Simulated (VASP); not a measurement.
Wanted: the native input for a VASP 6.6.1 run.

```yaml
Task: single point
Functional: PBE
Potentials_or_basis: VASP PAW PBE potentials, release 64 (Mg_sv, Zr_sv, N)
Cutoff: 840 eV
k_mesh: 18 × 18 × 6
Occupations: gaussian, width 0.1 eV
Spin: no spin polarisation
Dipole_correction: no
Further_INCAR_settings: ALGO = Normal; EDIFF = 1e-06; NBANDS = 28
```

The structure of MgZr2N lies in POSCAR:

```
MgZr2N
1.0
    3.2687550360      0.0000000000      0.0000000000
   -1.6343775180      2.8308249000      0.0000000000
    0.0000000000      0.0000000000     10.0855004278
Mg Zr N
1 2 1
Direct
    0.0000000000      0.0000000000      0.5000000000
    0.0000000000      0.0000000000      0.8128342834
    0.0000000000      0.0000000000      0.1871657166
    0.0000000000      0.0000000000      0.0000000000
```

The cell was generated, and may not be a known phase.

The input as run:

INCAR

```
PREC = Accurate ; ENCUT = 840
EDIFF = 1E-6 ; ISMEAR = 0
SIGMA = 0.1 ; LREAL = F
LASPH = T ; NELM = 120
ALGO = Normal ; ISIF = 2
LWAVE = F ; LCHARG = F
GGA = PE ; NBANDS = 28
GGA_COMPAT = F
```

KPOINTS

```
regular mesh
0
Gamma
  18 18 6
```

Potentials or basis: VASP PAW PBE potentials, release 64 (Mg_sv, Zr_sv, N).

Launch:

```bash
$ cat potpaw_PBE.64/Mg_sv/POTCAR potpaw_PBE.64/Zr_sv/POTCAR potpaw_PBE.64/N/POTCAR > POTCAR
$ mpirun -np 1 vasp_std > vasp.out
```

Results of the run:

```json
{
 "Pressure": "0.1 GPa",
 "Largest force": "0.066 eV/Å",
 "Band gap on the k mesh": "zero (an odd number of electrons rules out a gap without spin polarisation)"
}
```

It took 6.4 min on 1 thread of Intel(R) Xeon(R) 6975P-C (Granite Rapids) (shared host), peak memory 0.84 GiB.
